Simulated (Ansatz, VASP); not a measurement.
**BeAu2S2: VASP beside Ansatz**

```
Be S Au
1.0
     4.32233    0.00000    0.00000
     0.00000    4.32233    0.00000
     0.00000    0.00000    4.91058
Be S Au
1 2 2
Direct
  0.50000 0.50000 0.50000
  0.00000 0.50000 0.50000
  0.50000 0.00000 0.50000
  0.00000 0.50000 0.00000
  0.50000 0.00000 0.00000
```

Alike in both runs: functional PBE; k mesh 8 × 8 × 8; occupations gaussian, width 0.1 eV; no spin polarisation.

Ansatz relaxed the structure, and its values are those at the end. VASP's run is a single point on that final structure, the one shown.

|  | VASP | Ansatz |
| --- | --- | --- |
| version | VASP 6.6.1 | Ansatz 0.2.0 |
| potentials or method | VASP PAW PBE potentials, release 64 (Be, S, Au), cutoff 520 eV | scalar-relativistic, plane waves, PAW |
| valence electrons in the cell | 36 | 52 |

```tsv
	VASP	Ansatz	Ansatz less VASP
gap on the k mesh at the Fermi level (eV)	none	none	-
pressure (GPa)	-0.1	0.0	+0.09
```

A gap of «none» marks a metal or a gap that the smearing closes. VASP's potentials hold 36 valence electrons a cell and Ansatz's 52, so a difference there can come from the potentials and not from the codes.

Neither program's run includes spin-orbit coupling.
